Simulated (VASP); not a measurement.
# W (P6_3/mmc) in VASP: a series of runs

W is run at these levels: PBEsol; tasks: single point, relaxation of cell and atoms.

Program: VASP 6.6.1. These are calculated values, not measurements. Logs are shortened: lines on timing, memory, paths and dates and some standing lists are left out, and cuts for length are marked.

## (1) The cell of the first run

Symmetry: P6_3/mmc, No. 194, hexagonal system. The conventional cell has a = 2.824 Å, b = 2.824 Å, c = 5.019 Å, α = 90.00°, β = 90.00°, γ = 120.00°. W (site symmetry -6m2) has 12 W at 2.82 to 2.99 Å within 3.7 Å.

This isn't the form of W at room conditions, which is bcc.

## (2) Single point, PBEsol (17.34 Å³/atom)

File INCAR:

```
PREC = Accurate
ENCUT = 520
EDIFF = 1E-6
ISMEAR = -1
SIGMA = 0.1
LREAL = False
LASPH = True
NELM = 100
ALGO = Normal
ISIF = 2
LWAVE = False
LCHARG = False
GGA = PS
NBANDS = 21
```

File KPOINTS:

```
Automatic mesh
0
Gamma
  15 15 7
```

File POSCAR:

```
W
1.0
    2.8244030268      0.0000000000      0.0000000000
   -1.4122015134      2.4460047718      0.0000000000
    0.0000000000      0.0000000000      5.0194220530
W
2
Direct
    0.3333333333      0.6666666667      0.2500000000
    0.6666666667      0.3333333333      0.7500000000
```

Potentials or basis: VASP PAW PBE potentials, release 64 (W_sv).

Run with:

```sh
$ cat potpaw_PBE.64/W_sv/POTCAR > POTCAR
$ mpirun -np 1 vasp_std > vasp.out
```

OUTCAR:

```text
PREC = Accurate
   ENCUT = 520
   EDIFF = 1E-6
   ISMEAR = -1
   LREAL = False
   LASPH = True
   NELM = 100
   ISIF = 2
   GGA = PS

 ion  position               nearest neighbor table
   1  0.333  0.667  0.250-   2 2.99   2 2.99   2 2.99   2 2.99   2 2.99   2 2.99
   2  0.667  0.333  0.750-   1 2.99   1 2.99   1 2.99   1 2.99   1 2.99   1 2.99

  LATTYP: Found a hexagonal cell.
 ALAT       =     2.8244030268
 C/A-ratio  =     1.7771621137

  Lattice vectors:

 A1 = (   2.8244030268,   0.0000000000,   0.0000000000)
 A2 = (  -1.4122015134,   2.4460047718,   0.0000000000)
 A3 = (   0.0000000000,   0.0000000000,   5.0194220530)

Analysis of symmetry for initial positions (statically):
=====================================================================
 Subroutine PRICEL returns:
 Original cell was already a primitive cell.

 Routine SETGRP: Setting up the symmetry group for a
 hexagonal supercell.

 Subroutine GETGRP returns: Found 24 space group operations
 (whereof 12 operations were pure point group operations)
 out of a pool of 24 trial point group operations.

The static configuration has the point symmetry D_3d.
 The point group associated with its full space group is D_6h.

Analysis of symmetry for dynamics (positions and initial velocities):
=====================================================================
 Subroutine PRICEL returns:
 Original cell was already a primitive cell.

 Routine SETGRP: Setting up the symmetry group for a
 hexagonal supercell.

 Subroutine GETGRP returns: Found 24 space group operations
 (whereof 12 operations were pure point group operations)
 out of a pool of 24 trial point group operations.

The dynamic configuration has the point symmetry D_3d.
 The point group associated with its full space group is D_6h.

 Subroutine INISYM returns: Found 24 space group operations
 (whereof 12 operations are pure point group operations),
 and found     1 'primitive' translations

----------------------------------------------------------------------------------------

                                     Primitive cell

  volume of cell :      34.6767

  direct lattice vectors                    reciprocal lattice vectors
     2.824403027  0.000000000  0.000000000     0.354057120  0.204414973  0.000000000
    -1.412201513  2.446004772  0.000000000     0.000000000  0.408829947  0.000000000
[... 79 lines left out ...]
   ISPIN  =      1    spin polarized calculation?
   LNONCOLLINEAR =      F non collinear calculations
   LSORBIT =      F    spin-orbit coupling
   LASPH  =      T    aspherical Exc in radial PAW
   ENCUT  =  520.0 eV  38.22 Ry    6.18 a.u.   5.25  5.25  9.33*2*pi/ulx,y,z
   NELM   =    100;   NELMIN=  2; NELMDL= -5     # of ELM steps
   EDIFF  = 0.1E-05   stopping-criterion for ELM
   LREAL  =      F    real-space projection
   EDIFFG = 0.1E-04   stopping-criterion for IOM
   NSW    =      0    number of steps for IOM
   IBRION =     -1    ionic relax: 0-MD 1-quasi-New 2-CG
   NFREE  =      0    steps in history (QN), initial steepest desc. (CG)
   ISIF   =      2    stress and relaxation
   ISYM   =      2    0-nonsym 1-usesym 2-fastsym
   POTIM  = 0.5000    time-step for ionic-motion
   TEBEG  =    0.0;   TEEND  =   0.0 temperature during run
   PSTRESS=    0.0 pullay stress
   NELECT =      28.0000    total number of electrons
   NUPDOWN=      -1.0000    fix difference up-down
   EMIN   =  10.00;   EMAX   =-10.00  energy-range for DOS
   EFERMI =   0.00;   METHOD = LEGACY
   ISMEAR =    -1;   SIGMA  =   0.10  broadening in eV -4-tet -1-fermi 0-gaus
   EFERMI_NEDOS =   21; number of points for ismear=-14 and -15
   IALGO  =     38    algorithm
   IMIX   =      4    mixing-type and parameters
     AMIX     =   0.40;   BMIX     =  1.00
     AMIX_MAG =   1.60;   BMIX_MAG =  1.00
  volume/ion in A,a.u.               =      17.34       117.00
  Fermi-wavevector in a.u.,A,eV,Ry     =   1.524456  2.880804 31.619486  2.323967
  Thomas-Fermi vector in A             =   2.632761
   LORBIT       =      0    0 simple, 1 ext, 2 COOP (PROOUT), +10 PAW based schemes
   GGA     = PS    functional components
   LHFCALC =     F    Hartree Fock is set to
   AEXX    =    0.0000 exact exchange contribution
   IVDW    =     0    specifies the selected vdW correction
   LEPSILON=     F    determine dielectric tensor
   LRPA    =     F    only Hartree local field effects (RPA)
 non-spin polarized calculation
  energy-cutoff  :      520.00
  volume of cell :       34.68
 maximum number of plane-waves:       948
 NGX is ok and might be reduce to    24
   NGX = 11   NGY = 11   NGZ = 19

 number of electron      28.0000001 magnetization

 Free energy of the ion-electron system (eV)
  ---------------------------------------------------
  ext. energy  EPLUGINS =         0.00000000
  ---------------------------------------------------
  free energy    TOTEN  =       -26.45331827 eV

  energy without entropy =      -26.37798946  energy(sigma->0) =      -26.41565386

 E-fermi :   9.6647     XC(G=0): -13.2440

 val. band max:        9.6622733169   @ k =   0.0667   0.0000   0.1429
 cond. band min:       9.6651313371   @ k =   0.4000   0.0000   0.0000
 fundamental gap:      0.0028580202
 Fermi energy:         9.6647196042

 k-point     1 :       0.0000    0.0000    0.0000
  band No.  band energies     occupation
      1     -64.1543      2.00000
      2     -64.0985      2.00000
      3     -28.7634      2.00000
      4     -28.0016      2.00000
      5     -27.8278      2.00000
      6     -27.8278      2.00000
[... 565 lines left out ...]
     20      17.3395      0.00000
     21      18.4697      0.00000

 [... further k-points ...]

------------------------ aborting loop because EDIFF is reached ----------------------------------------

  FORCE on cell =-STRESS in cart. coord.  units (eV):
  Direction    XX          YY          ZZ          XY          YZ          ZX
  --------------------------------------------------------------------------------------
  -------------------------------------------------------------------------------------
  Total       -4.4355305     -4.4355305     -3.7176509     -0.0000000      0.0000000      0.0000000
  in kB     -204.9361003   -204.9361003   -171.7677018     -0.0000000      0.0000000      0.0000000
  external PRESSURE =    -193.8799675 kB  Pullay stress =       0.0000000 kB

 VOLUME and BASIS-vectors are now :
 -----------------------------------------------------------------------------
  energy-cutoff  :      520.00
  volume of cell :       34.68
      direct lattice vectors                 reciprocal lattice vectors
     2.824403027  0.000000000  0.000000000     0.354057120  0.204414973  0.000000000
    -1.412201513  2.446004772  0.000000000     0.000000000  0.408829947  0.000000000
     0.000000000  0.000000000  5.019422053     0.000000000  0.000000000  0.199226124

 POSITION                                       TOTAL-FORCE (eV/Angst)
 -----------------------------------------------------------------------------------
     -0.00000      1.63067      1.25486        -0.000000      0.000000      0.000000
      1.41220      0.81533      3.76457         0.000000     -0.000000      0.000000
 -----------------------------------------------------------------------------------
    total drift:                               -0.000000      0.000000     -0.000000

  FREE ENERGIE OF THE ION-ELECTRON SYSTEM (eV)
  ---------------------------------------------------
  free  energy   TOTEN  =       -26.4533182665 eV

  energy  without entropy=      -26.3779894601  energy(sigma->0) =      -26.41565386
```

stdout:

```text
POSCAR found type information on POSCAR W
 POSCAR found :  1 types and       2 ions
 scaLAPACK will be used
 -----------------------------------------------------------------------------
|                                                                             |
|                                                                             |
|     You enforced a specific xc type in the INCAR file but a different       |
|     I HOPE YOU KNOW WHAT YOU ARE DOING!                                     |
|                                                                             |
 -----------------------------------------------------------------------------

 LDA part: xc-table for (Slater+PW92), standard interpolation
 POSCAR, INCAR and KPOINTS ok, starting setup
 FFT: planning ... GRIDC
 FFT: planning ... GRID_SOFT
 FFT: planning ... GRID
 WAVECAR not read
 entering main loop
```

Wall time 56 s (1 thread of Intel Xeon 8259CL, shared host); peak memory 0.2 GiB.

Results:

| Quantity | Value |
| --- | --- |
| Free energy | -26.4533 eV |
| Pressure | -19.4 GPa |
| Band gap on the k mesh | zero (bands 14 and 15 overlap by 1.50 eV) |

Stress tensor (GPa, compression positive):
```
-20.49   0.00   0.00
  0.00 -20.49   0.00
  0.00   0.00 -17.18
```

Caveat: the cell stands under tension; the PAW data sets were made with another functional, which shifts forces and pressure a little; spin-orbit coupling is left out, which moves the levels of the heavy elements.

## (3) Relaxation of cell and atoms, PBEsol

This run uses another cell than the first one, of 15.85 Å³/atom.

File INCAR:

```
  ALGO = Normal
  EDIFF = 1E-6
  EDIFFG = -0.01
  ENCUT = 600
  GGA = PS
  IBRION = 2
  ISIF = 3
  ISMEAR = -1
  LASPH = True
  LCHARG = False
  LREAL = False
  LWAVE = False
  NELM = 60
  NSW = 80
  PREC = Accurate
  SIGMA = 0.1
```

File KPOINTS:

```
k-points
0
Gamma
  13 13 7
```

File POSCAR:

```
W
1.0
    2.8194054199      0.0000000000      0.0000000000
   -1.4097027100      2.4416767172      0.0000000000
    0.0000000000      0.0000000000      4.6040890507
W
2
Direct
    0.3333333333      0.6666666667      0.2500000000
    0.6666666667      0.3333333333      0.7500000000
```

Potentials or basis: VASP PAW PBE potentials, release 64 (W_sv).

Run with:

```sh
$ cat potpaw_PBE.64/W_sv/POTCAR > POTCAR
$ mpirun -np 1 vasp_std > vasp.out
```

OUTCAR:

```text
EDIFF = 1E-6
   EDIFFG = -0.01
   ENCUT = 600
   GGA = PS
   IBRION = 2
   ISIF = 3
   ISMEAR = -1
   LASPH = True
   LREAL = False
   NELM = 60
   NSW = 80
   PREC = Accurate

 ion  position               nearest neighbor table
   1  0.333  0.667  0.250-   2 2.82   2 2.82   2 2.82   2 2.82   2 2.82   2 2.82
   2  0.667  0.333  0.750-   1 2.82   1 2.82   1 2.82   1 2.82   1 2.82   1 2.82

  LATTYP: Found a hexagonal cell.
 ALAT       =     2.8194054199
 C/A-ratio  =     1.6330000000

  Lattice vectors:

 A1 = (   2.8194054199,   0.0000000000,   0.0000000000)
 A2 = (  -1.4097027100,   2.4416767172,   0.0000000000)
 A3 = (   0.0000000000,   0.0000000000,   4.6040890507)

Analysis of symmetry for initial positions (statically):
=====================================================================
 Subroutine PRICEL returns:
 Original cell was already a primitive cell.

 Routine SETGRP: Setting up the symmetry group for a
 hexagonal supercell.

 Subroutine GETGRP returns: Found 24 space group operations
 (whereof 12 operations were pure point group operations)
 out of a pool of 24 trial point group operations.

The static configuration has the point symmetry D_3d.
 The point group associated with its full space group is D_6h.

Analysis of symmetry for dynamics (positions and initial velocities):
[... 261 lines left out ...]
  FREE ENERGIE OF THE ION-ELECTRON SYSTEM (eV)
  ---------------------------------------------------
  free  energy   TOTEN  =       -26.5923001661 eV

  energy  without entropy=      -26.5190157530  energy(sigma->0) =      -26.55565796

[... ionic steps 4 to 13 ...]

--------------------------------------- Ionic step       14  -------------------------------------------

 number of electron      27.9999999 magnetization

------------------------ aborting loop because EDIFF is reached ----------------------------------------
[... 67 lines left out ...]
--------------------------------------- Ionic step       16  -------------------------------------------

 number of electron      27.9999999 magnetization

 Free energy of the ion-electron system (eV)
  ---------------------------------------------------
  ext. energy  EPLUGINS =         0.00000000
  ---------------------------------------------------
  free energy    TOTEN  =       -26.61718342 eV

  energy without entropy =      -26.55109524  energy(sigma->0) =      -26.58413933

 E-fermi :  10.6879     XC(G=0): -13.6597

 val. band max:       10.6754558058   @ k =   0.3846  -0.0000   0.0000
 cond. band min:      10.6953790237   @ k =   0.3077   0.2308   0.1429
 fundamental gap:      0.0199232179
 Fermi energy:        10.6879009587

 k-point     1 :       0.0000    0.0000    0.0000
  band No.  band energies     occupation
      1     -63.0038      2.00000
      2     -62.9241      2.00000
      3     -27.7731      2.00000
      4     -26.7792      2.00000
      5     -26.5978      2.00000
      6     -26.5978      2.00000
[... 481 lines left out ...]
      5     -26.8556      2.00000
      6     -26.7469      2.00000
[... 10 lines left out ...]
     17      12.0007      0.00000
     18      12.3554      0.00000

 [... further k-points ...]
[... 5 lines left out ...]
  --------------------------------------------------------------------------------------
  -------------------------------------------------------------------------------------
  Total       -0.0051987     -0.0051987     -0.0183712      0.0000000      0.0000000      0.0000000
  in kB       -0.2588489     -0.2588489     -0.9147166      0.0000000      0.0000000      0.0000000
  external PRESSURE =      -0.4774715 kB  Pullay stress =       0.0000000 kB
[... 17 lines left out ...]
  FREE ENERGIE OF THE ION-ELECTRON SYSTEM (eV)
  ---------------------------------------------------
  free  energy   TOTEN  =       -26.6171834194 eV

  energy  without entropy=      -26.5510952376  energy(sigma->0) =      -26.58413933

 reached required accuracy - stopping structural energy minimisation
```

OSZICAR:

```text
N       E                     dE             d eps       ncg     rms          rms(c)
DAV:   1     0.299403193384E+03    0.29940E+03   -0.19234E+04  3024   0.202E+03
DAV:   2    -0.184334931547E+02   -0.31784E+03   -0.31408E+03  3314   0.544E+02
[... 103 lines left out ...]
  15 F= -.26617180E+02 E0= -.26584157E+02  d E =-.482473E-05
       N       E                     dE             d eps       ncg     rms          rms(c)
DAV:   1    -0.266172137835E+02   -0.33617E-04   -0.81548E-04  3034   0.352E-01    0.600E-02
DAV:   2    -0.266171874740E+02    0.26310E-04   -0.50743E-05  3054   0.772E-02    0.154E-02
DAV:   3    -0.266171827972E+02    0.46768E-05   -0.15803E-05  3466   0.387E-02    0.113E-02
DAV:   4    -0.266171834194E+02   -0.62213E-06   -0.48413E-07  1536   0.789E-03
  16 F= -.26617183E+02 E0= -.26584139E+02  d E =-.331128E-05
```

Wall time 4.9 min (1 thread of Intel Xeon 8259CL, shared host); peak memory 0.21 GiB.

What came out:

| Property | Result |
| --- | --- |
| Free energy | -26.6172 eV |
| Relaxed volume | 16.09 Å³/atom |
| Relaxed cell | a = 2.755 Å, b = 2.755 Å, c = 4.895 Å, α = 90.00°, β = 90.00°, γ = 120.00° |
| Space group after relaxing (to 0.1 Å) | P6_3/mmc (No. 194) |
| Energy gained by relaxing | 56.0 meV/atom |
| Ionic steps | 16 |
| Pressure after relaxing | 0.0 GPa |
| Band gap on the k mesh | zero (bands 14 and 15 overlap by 1.69 eV) |

Step by step:
```tsv
step	energy change (eV)	largest force (eV/Å)	pressure (GPa)	volume (Å³)
1	0.0000	0.0000	2.72	31.69
2	-0.0870	0.0000	-6.94	32.90
3	-0.0871	0.0000	-7.16	32.93
4	-0.0987	0.0000	0.37	32.25
5	-0.1080	0.0000	-2.77	32.51
6	-0.1120	0.0000	0.09	32.17
7	-0.1120	0.0000	0.05	32.19
8	-0.1120	0.0000	-0.10	32.20
9	-0.1120	0.0000	-0.19	32.19
10	-0.1120	0.0000	-0.04	32.18
11	-0.1120	0.0000	-0.05	32.19
12	-0.1120	0.0000	-0.09	32.19
13	-0.1120	0.0000	-0.10	32.19
14	-0.1120	0.0000	-0.10	32.19
15	-0.1120	0.0000	-0.08	32.19
16	-0.1120	0.0000	-0.05	32.18
```

Final structure:
```
W
1.0
     2.75512    0.00000    0.00000
    -1.37756    2.38600    0.00000
     0.00000    0.00000    4.89496
W
2
Direct
  0.33333 0.66667 0.25000
  0.66667 0.33333 0.75000
```

Levels at points of the mesh, in eV from the Fermi level:
```
           k point  band 11  band 12  band 13  band 14  band 15  band 16  band 17  band 18
(0.00, 0.00, 0.00)    -1.72    -0.46    -0.46    -0.21     0.14     0.14     2.02     2.02
```

Caveat: the PAW data sets were made with another functional, which shifts forces and pressure a little; spin-orbit coupling is left out, which moves the levels of the heavy elements.
